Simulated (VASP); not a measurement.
# Ta4NiO11 (Pmmm) in VASP: relaxation of cell and atoms with PBE

Aim: the relaxation of cell and atoms of Ta4NiO11 with PBE.

Everything below comes from runs of VASP 6.6.1. Logs are shortened: lines on timing, memory, paths and dates and some standing lists are left out, and cuts for length are marked.

### 1 The cell of the first run

It takes space group Pmmm (No. 47, orthorhombic). The conventional cell has a = 3.800 Å, b = 3.850 Å, c = 12.600 Å, α = 90.00°, β = 90.00°, γ = 90.00°. Within 2.5 Å of Ta (site symmetry mm2) lie 6 O at 1.90 to 2.21 Å. Within 2.5 Å of Ta (site symmetry mm2) lie 6 O at 1.90 to 2.19 Å. Ni (site symmetry mmm) has 6 O at 1.90 to 2.21 Å within 2.5 Å. O (site symmetry mmm) has 2 Ni at 1.90 Å and 2 Ta at 2.20 to 2.21 Å within 2.5 Å. Within 2.6 Å of O (site symmetry mmm) lie 2 Ni at 1.93 Å. O (site symmetry mm2) has 3 Ta at 1.90 to 2.19 Å and 1 Ni at 2.21 Å within 2.5 Å. O (site symmetry mm2) has 2 Ta at 1.93 Å within 2.6 Å. O (site symmetry mm2) has 3 Ta at 1.90 to 2.19 Å within 2.5 Å.

### 2 Relaxation of cell and atoms, PBE, collinear spin, ferromagnetic start (built by hand: M2O5-MO2 shear intergrowth, Ni ordered (Pmmm, No. 47))

The input, INCAR:

```
  PREC = Accurate
  ENCUT = 600
  EDIFF = 1E-7
  ISMEAR = 0
  SIGMA = 0.15
  LREAL = False
  LASPH = True
  NELM = 200
  ALGO = Normal
  ISIF = 3
  LWAVE = False
  LCHARG = False
  ISPIN = 2
  MAGMOM = 0 0 0 0 2 0 0 0 0 0 0 0 0 0 0 0
  LORBIT = 11
  LMAXMIX = 4
  GGA = PE
  IBRION = 2
  NSW = 36
  EDIFFG = -0.08
  GGA_COMPAT = False
  NELMIN = 4
```

The input, KPOINTS:

```
regular mesh
0
Gamma
  3 3 1
```

The input, POSCAR:

```
Ta4NiO11
1.0
    3.8000000000      0.0000000000      0.0000000000
    0.0000000000      3.8500000000      0.0000000000
    0.0000000000      0.0000000000     12.6000000000
Ta Ni O
4 1 11
Direct
    0.5000000000      0.0000000000      0.8250000000
    0.5000000000      0.0000000000      0.1750000000
    0.0000000000      0.0000000000      0.6510000000
    0.0000000000      0.0000000000      0.3490000000
    0.0000000000      0.0000000000      0.0000000000
    0.5000000000      0.0000000000      0.0000000000
    0.0000000000      0.5000000000      0.0000000000
    0.0000000000      0.0000000000      0.8250000000
    0.5000000000      0.5000000000      0.8250000000
    0.0000000000      0.0000000000      0.1750000000
    0.5000000000      0.5000000000      0.1750000000
    0.5000000000      0.0000000000      0.6510000000
    0.5000000000      0.0000000000      0.3490000000
    0.0000000000      0.0000000000      0.5000000000
    0.0000000000      0.5000000000      0.6510000000
    0.0000000000      0.5000000000      0.3490000000
```

Potentials or basis: VASP PAW PBE potentials, release 64 (Ta_pv, Ni, O).

On the command line:

```console
$ cat potpaw_PBE.64/Ta_pv/POTCAR potpaw_PBE.64/Ni/POTCAR potpaw_PBE.64/O/POTCAR > POTCAR
$ mpirun -np 1 vasp_std > vasp.out
```

OUTCAR:

```text
PREC = Accurate
   ENCUT = 600
   EDIFF = 1E-7
   ISMEAR = 0
   LREAL = False
   LASPH = True
   NELM = 200
   ISIF = 3
   ISPIN = 2
   LORBIT = 11
   GGA = PE
   IBRION = 2
   NSW = 36
   EDIFFG = -0.08
   NELMIN = 4

 ion  position               nearest neighbor table
   1  0.500  0.000  0.825-   8 1.90   8 1.90   9 1.93   9 1.93  12 2.19   6 2.20   3 2.90   3 2.90
                             5 2.91   5 2.91
   2  0.500  0.000  0.175-  10 1.90  10 1.90  11 1.93  11 1.93  13 2.19   6 2.20   4 2.90   4 2.90
                             5 2.91   5 2.91
   3  0.000  0.000  0.651-  12 1.90  12 1.90  14 1.90  15 1.93  15 1.93   8 2.19   1 2.90   1 2.90

   4  0.000  0.000  0.349-  13 1.90  13 1.90  14 1.90  16 1.93  16 1.93  10 2.19   2 2.90   2 2.90

   5  0.000  0.000  0.000-   6 1.90   6 1.90   7 1.93   7 1.93   8 2.20  10 2.20   1 2.91   1 2.91
                             2 2.91   2 2.91
   6  0.500  0.000  0.000-   5 1.90   5 1.90   1 2.20   2 2.20
   7  0.000  0.500  0.000-   5 1.93   5 1.93
   8  0.000  0.000  0.825-   1 1.90   1 1.90   3 2.19   5 2.20
   9  0.500  0.500  0.825-   1 1.93   1 1.93
  10  0.000  0.000  0.175-   2 1.90   2 1.90   4 2.19   5 2.20
  11  0.500  0.500  0.175-   2 1.93   2 1.93
  12  0.500  0.000  0.651-   3 1.90   3 1.90   1 2.19
  13  0.500  0.000  0.349-   4 1.90   4 1.90   2 2.19
  14  0.000  0.000  0.500-   3 1.90   4 1.90
  15  0.000  0.500  0.651-   3 1.93   3 1.93
  16  0.000  0.500  0.349-   4 1.93   4 1.93

  LATTYP: Found a simple orthorhombic cell.
 ALAT       =     3.8000000000
 B/A-ratio  =     1.0131578947
 C/A-ratio  =     3.3157894737

  Lattice vectors:

 A1 = (   3.8000000000,   0.0000000000,   0.0000000000)
 A2 = (   0.0000000000,   3.8500000000,   0.0000000000)
 A3 = (   0.0000000000,   0.0000000000,  12.6000000000)

Analysis of symmetry for initial positions (statically):
=====================================================================
 Subroutine PRICEL returns:
 Original cell was already a primitive cell.

 Routine SETGRP: Setting up the symmetry group for a
 simple orthorhombic supercell.

 Subroutine GETGRP returns: Found  8 space group operations
 (whereof  8 operations were pure point group operations)
 out of a pool of  8 trial point group operations.

The static configuration has the point symmetry D_2h.

Analysis of symmetry for dynamics (positions and initial velocities):
=====================================================================
 Subroutine PRICEL returns:
 Original cell was already a primitive cell.

 Routine SETGRP: Setting up the symmetry group for a
 simple orthorhombic supercell.

 Subroutine GETGRP returns: Found  8 space group operations
 (whereof  8 operations were pure point group operations)
 out of a pool of  8 trial point group operations.

The dynamic configuration has the point symmetry D_2h.

Analysis of structural, dynamic, and magnetic symmetry:
=====================================================================
 Subroutine PRICEL returns:
 Original cell was already a primitive cell.

 Routine SETGRP: Setting up the symmetry group for a
 simple orthorhombic supercell.

 Subroutine GETGRP returns: Found  8 space group operations
 (whereof  8 operations were pure point group operations)
 out of a pool of  8 trial point group operations.

The overall configuration has the point symmetry D_2h.

 Subroutine INISYM returns: Found  8 space group operations
 (whereof  8 operations are pure point group operations),
 and found     1 'primitive' translations

----------------------------------------------------------------------------------------

                                     Primitive cell

  volume of cell :     184.3380

  direct lattice vectors                    reciprocal lattice vectors
     3.800000000  0.000000000  0.000000000     0.263157895  0.000000000  0.000000000
     0.000000000  3.850000000  0.000000000     0.000000000  0.259740260  0.000000000
     0.000000000  0.000000000 12.600000000     0.000000000  0.000000000  0.079365079

  length of vectors
     3.800000000  3.850000000 12.600000000     0.263157895  0.259740260  0.079365079

  position of ions in fractional coordinates (direct lattice)
     0.500000000  0.000000000  0.825000000
     0.500000000  0.000000000  0.175000000
     0.000000000  0.000000000  0.651000000
     0.000000000  0.000000000  0.349000000
     0.000000000  0.000000000  0.000000000
     0.500000000  0.000000000  0.000000000
[... 8 lines left out ...]
     0.000000000  0.500000000  0.651000000
     0.000000000  0.500000000  0.349000000

  ion indices of the primitive-cell ions
   primitive index   ion index
                 1           1
                 2           2
                 3           3
                 4           4
                 5           5
                 6           6
[... 8 lines left out ...]
                15          15
                16          16

----------------------------------------------------------------------------------------

 KPOINTS: regular mesh

Automatic generation of k-mesh.
 Grid dimensions read from file:
 generate k-points for:    3    3    1

 Generating k-lattice:

  Cartesian coordinates                     Fractional coordinates (reciprocal lattice)
     0.087719298  0.000000000  0.000000000     0.333333333  0.000000000  0.000000000
     0.000000000  0.086580087  0.000000000     0.000000000  0.333333333  0.000000000
     0.000000000  0.000000000  0.079365079     0.000000000  0.000000000  1.000000000

  Length of vectors
     0.087719298  0.086580087  0.079365079

  Shift w.r.t. Gamma in fractional coordinates (k-lattice)
     0.000000000  0.000000000  0.000000000

 Subroutine IBZKPT returns following result:
 ===========================================

 Found      4 irreducible k-points:

 Following reciprocal coordinates:
            Coordinates               Weight
  0.000000  0.000000  0.000000      1.000000
  0.333333  0.000000  0.000000      2.000000
  0.000000  0.333333  0.000000      2.000000
  0.333333  0.333333  0.000000      4.000000
   k-points           NKPTS =      4   k-points in BZ     NKDIM =      4   number of bands    NBANDS=     73
   number of dos      NEDOS =    301   number of ions     NIONS =     16
   total plane-waves  NPLWV = 103680
   dimension x,y,z NGX =    30 NGY =   32 NGZ =  108
   dimension x,y,z NGXF=    60 NGYF=   64 NGZF=  216
   ions per type =               4   1  11
   NGX,Y,Z   is equivalent  to a cutoff of  13.12, 13.82, 14.25 a.u.
   NGXF,Y,Z  is equivalent  to a cutoff of  26.25, 27.64, 28.50 a.u.
 SYSTEM =  unknown system
   PREC   = accura    normal or accurate (medium, high low for compatibility)
   ISTART =      0    job   : 0-new  1-cont  2-samecut
   ICHARG =      2    charge: 1-file 2-atom 10-const
   ISPIN  =      2    spin polarized calculation?
   LNONCOLLINEAR =      F non collinear calculations
   LSORBIT =      F    spin-orbit coupling
   LASPH  =      T    aspherical Exc in radial PAW
   ENCUT  =  600.0 eV  44.10 Ry    6.64 a.u.   7.59  7.69 25.17*2*pi/ulx,y,z
   NELM   =    200;   NELMIN=  4; NELMDL= -5     # of ELM steps
   EDIFF  = 0.1E-06   stopping-criterion for ELM
   LREAL  =      F    real-space projection
   EDIFFG = -.8E-01   stopping-criterion for IOM
   NSW    =     36    number of steps for IOM
   IBRION =      2    ionic relax: 0-MD 1-quasi-New 2-CG
   NFREE  =      1    steps in history (QN), initial steepest desc. (CG)
   ISIF   =      3    stress and relaxation
   ISYM   =      2    0-nonsym 1-usesym 2-fastsym
   POTIM  = 0.5000    time-step for ionic-motion
   TEBEG  =    0.0;   TEEND  =   0.0 temperature during run
   PSTRESS=    0.0 pullay stress
   NELECT =     120.0000    total number of electrons
   NUPDOWN=      -1.0000    fix difference up-down
   EMIN   =  10.00;   EMAX   =-10.00  energy-range for DOS
   EFERMI =   0.00;   METHOD = LEGACY
   ISMEAR =     0;   SIGMA  =   0.15  broadening in eV -4-tet -1-fermi 0-gaus
   EFERMI_NEDOS =   21; number of points for ismear=-14 and -15
   IALGO  =     38    algorithm
   IMIX   =      4    mixing-type and parameters
     AMIX     =   0.40;   BMIX     =  1.00
     AMIX_MAG =   1.60;   BMIX_MAG =  1.00
  volume/ion in A,a.u.               =      11.52        77.75
  Fermi-wavevector in a.u.,A,eV,Ry     =   1.418830  2.681199 27.389587  2.013078
  Thomas-Fermi vector in A             =   2.539914
   LORBIT       =     11    0 simple, 1 ext, 2 COOP (PROOUT), +10 PAW based schemes
   GGA     = PE    functional components
   LHFCALC =     F    Hartree Fock is set to
   AEXX    =    0.0000 exact exchange contribution
   IVDW    =     0    specifies the selected vdW correction
   LEPSILON=     F    determine dielectric tensor
   LRPA    =     F    only Hartree local field effects (RPA)
 conjugate gradient relaxation of ions
 spin polarized calculation
 Gauss-broadening in eV      SIGMA  =   0.15
  energy-cutoff  :      600.00
  volume of cell :      184.34
 maximum number of plane-waves:      6167
 NGX is ok and might be reduce to    30
   NGX = 15   NGY = 15   NGZ = 51

--------------------------------------- Ionic step        1  -------------------------------------------

 number of electron     120.0000012 magnetization       1.8764029

 Free energy of the ion-electron system (eV)
  ---------------------------------------------------
  ext. energy  EPLUGINS =         0.00000000
  ---------------------------------------------------
  free energy    TOTEN  =      -140.16608190 eV

  energy without entropy =     -140.12483341  energy(sigma->0) =     -140.14545766

 E-fermi :   3.6510     XC(G=0): -11.0477

 val. band max:        3.5874532479   @ k =   0.3333   0.3333   0.0000
 cond. band min:       3.7321930471   @ k =   0.0000   0.0000   0.0000
 fundamental gap:      0.1447397992
 Fermi energy:         3.6509985162

 spin component 1

 k-point     1 :       0.0000    0.0000    0.0000
  band No.  band energies     occupation
      1     -32.4087      1.00000
      2     -32.4084      1.00000
      3     -32.2800      1.00000
      4     -32.2636      1.00000
      5     -32.0631      1.00000
      6     -32.0627      1.00000
[... 1349 lines left out ...]
  FREE ENERGIE OF THE ION-ELECTRON SYSTEM (eV)
  ---------------------------------------------------
  free  energy   TOTEN  =      -143.2232322900 eV

  energy  without entropy=     -143.1742948410  energy(sigma->0) =     -143.19876357

[... ionic steps 4 to 20 ...]

--------------------------------------- Ionic step       21  -------------------------------------------

 number of electron     120.0000018 magnetization       1.1111029

------------------------ aborting loop because EDIFF is reached ----------------------------------------

  FORCE on cell =-STRESS in cart. coord.  units (eV):
  Direction    XX          YY          ZZ          XY          YZ          ZX
  --------------------------------------------------------------------------------------
  -------------------------------------------------------------------------------------
  Total        1.3592723     -0.3069233     -0.4693118     -0.0000000      0.0000000      0.0000000
  in kB       10.8376913     -2.4471478     -3.7418967     -0.0000000      0.0000000      0.0000000
  external PRESSURE =       1.5495489 kB  Pullay stress =       0.0000000 kB
[... 85 lines left out ...]
  energy  without entropy=     -145.2790606866  energy(sigma->0) =     -145.30095260

--------------------------------------- Ionic step       23  -------------------------------------------

 number of electron     120.0000010 magnetization       1.1111022

 Free energy of the ion-electron system (eV)
  ---------------------------------------------------
  ext. energy  EPLUGINS =         0.00000000
  ---------------------------------------------------
  free energy    TOTEN  =      -145.32393970 eV

  energy without entropy =     -145.28122262  energy(sigma->0) =     -145.30258116

 E-fermi :   3.4341     XC(G=0): -10.5757

 val. band max:        3.3415865654   @ k =   0.0000   0.3333   0.0000
 cond. band min:       3.4630588379   @ k =   0.3333   0.3333   0.0000
 fundamental gap:      0.1214722724
 Fermi energy:         3.4341481133

 spin component 1

 k-point     1 :       0.0000    0.0000    0.0000
  band No.  band energies     occupation
      1     -32.9504      1.00000
      2     -32.9115      1.00000
      3     -32.8281      1.00000
      4     -32.8272      1.00000
      5     -32.7411      1.00000
      6     -32.7400      1.00000
[... 636 lines left out ...]
  FREE ENERGIE OF THE ION-ELECTRON SYSTEM (eV)
  ---------------------------------------------------
  free  energy   TOTEN  =      -145.3239396962 eV

  energy  without entropy=     -145.2812226228  energy(sigma->0) =     -145.30258116

 reached required accuracy - stopping structural energy minimisation

 total charge

# of ion       s       p       d       tot
------------------------------------------
    1        0.326   6.309   2.072   8.706
    2        0.326   6.309   2.072   8.706
    3        0.349   6.343   2.090   8.782
    4        0.349   6.343   2.090   8.782
    5        0.420   0.498   8.345   9.263
    6        1.564   3.485   0.000   5.049
[... 8 lines left out ...]
   15        1.572   3.534   0.000   5.106
   16        1.572   3.534   0.000   5.106
--------------------------------------------------
tot         18.999  64.297  16.670  99.965

 magnetization (x)

# of ion       s       p       d       tot
------------------------------------------
    1       -0.000  -0.001  -0.016  -0.018
    2       -0.000  -0.001  -0.016  -0.018
    3       -0.000  -0.000  -0.001  -0.001
    4       -0.000  -0.000  -0.001  -0.001
    5        0.001  -0.005   0.582   0.578
    6        0.001  -0.000   0.000   0.001
[... 8 lines left out ...]
   15       -0.000  -0.000   0.000  -0.000
   16       -0.000  -0.000   0.000  -0.000
--------------------------------------------------
tot          0.008   0.466   0.548   1.021
```

Run time: 41 min. Hardware: 1 thread of Intel Xeon 6975P-C (Granite Rapids), shared host; peak memory 0.46 GiB.

Results:

* Free energy: -145.3239 eV
* Relaxed volume: 12.56 Å³/atom
* Relaxed cell: a = 3.929 Å, b = 3.813 Å, c = 13.414 Å, α = 90.00°, β = 90.00°, γ = 90.00°
* Space group after relaxing (to 0.1 Å): Pmmm (No. 47)
* Energy gained by relaxing: 322.4 meV/atom
* Ionic steps: 23
* Pressure after relaxing: 0.3 GPa
* Largest force after relaxing: 0.057 eV/Å
* Net moment: 1.11 μB per cell
* Site moments: Ta -0.02, -0.00 (each value once); Ni +0.58; O +0.00, +0.47, -0.00 (each value once) μB
* Valence electrons inside the program's atomic spheres: Ta 8.71, 8.78 (each value once); Ni 9.26; O 5.05, 4.87, 5.08, 5.09, 5.11 (each value once)

Forces on the atoms (eV/Å):
```
Ta   0.000  0.000  0.004
Ta   0.000  0.000 -0.004
Ta   0.000  0.000  0.027
Ta   0.000  0.000 -0.027
Ni   0.000  0.000  0.000
O    0.000  0.000  0.000
O    0.000  0.000  0.000
O    0.000  0.000  0.046
O    0.000  0.000 -0.004
O    0.000  0.000 -0.046
O    0.000  0.000  0.004
O    0.000  0.000 -0.006
O    0.000  0.000  0.006
O    0.000  0.000  0.000
O    0.000  0.000 -0.057
O    0.000  0.000  0.057
```

Stress tensor (GPa, compression positive):
```
0.06 0.00 0.00
0.00 0.75 0.00
0.00 0.00 0.20
```

Step by step:
```
step  energy change (eV)  largest force (eV/Å)  pressure (GPa)  volume (Å³)
   1              0.0000                4.5270           23.94       184.34
   2              0.9756                8.8696          -17.13       232.27
   3             -3.0572                1.8241           -3.44       204.28
   4             -3.0681                1.8554           -2.50       203.22
   5             -3.0683                1.8670           -2.13       202.84
   6             -3.8920                2.3951            0.48       201.15
   7             -3.5171                2.6430            8.73       197.38
   8             -4.2430                1.4342            2.94       199.84
   9             -4.5683                1.0251            1.72       200.28
  10             -4.7048                1.6024            0.57       200.75
  11             -4.8821                1.1095           -0.28       201.03
  12             -5.0366                0.4797           -1.63       201.59
  13             -5.0786                0.3446           -0.37       200.69
  14             -5.0907                0.5760            0.84       199.88
  15             -5.1115                0.3767            0.72       200.07
  16             -5.1334                0.2422            0.44       200.53
  17             -5.1336                0.2437            0.41       200.57
  18             -5.1422                0.2362           -0.27       201.11
  19             -5.1433                0.2320           -0.63       201.41
  20             -5.1504                0.1390           -0.19       201.15
  21             -5.1520                0.1776            0.15       200.95
  22             -5.1568                0.0807            0.28       200.98
  23             -5.1579                0.0570            0.34       201.00
```

Final structure:
```
CELL_PARAMETERS angstrom
3.92930 0.00000 0.00000
0.00000 3.81340 0.00000
0.00000 0.00000 13.41409
ATOMIC_POSITIONS crystal
Ta 0.50000 0.00000 0.84667
Ta 0.50000 0.00000 0.15333
Ta 0.00000 0.00000 0.64298
Ta 0.00000 0.00000 0.35702
Ni 0.00000 0.00000 0.00000
O 0.50000 0.00000 0.00000
O 0.00000 0.50000 0.00000
O 0.00000 0.00000 0.80830
O 0.50000 0.50000 0.82946
O 0.00000 0.00000 0.19170
O 0.50000 0.50000 0.17054
O 0.50000 0.00000 0.67780
O 0.50000 0.00000 0.32220
O 0.00000 0.00000 0.50000
O 0.00000 0.50000 0.65805
O 0.00000 0.50000 0.34195
```

Caveat: the k points lie up to 0.55 Å⁻¹ apart in the final cell; the cell differs from its parent crystal (built by hand: M2O5-MO2 shear intergrowth, Ni ordered (Pmmm, No. 47)); spin-orbit coupling is left out, which moves the levels of the heavy elements; a cell with one magnetic atom can't hold antiferromagnetic order, which such compounds often take; semilocal functionals often make such compounds metallic where correlation or magnetic order opens a gap, which also shifts bond lengths; the relaxation stopped at a loose force limit of 0.08 eV/Å, so its end isn't a converged minimum.
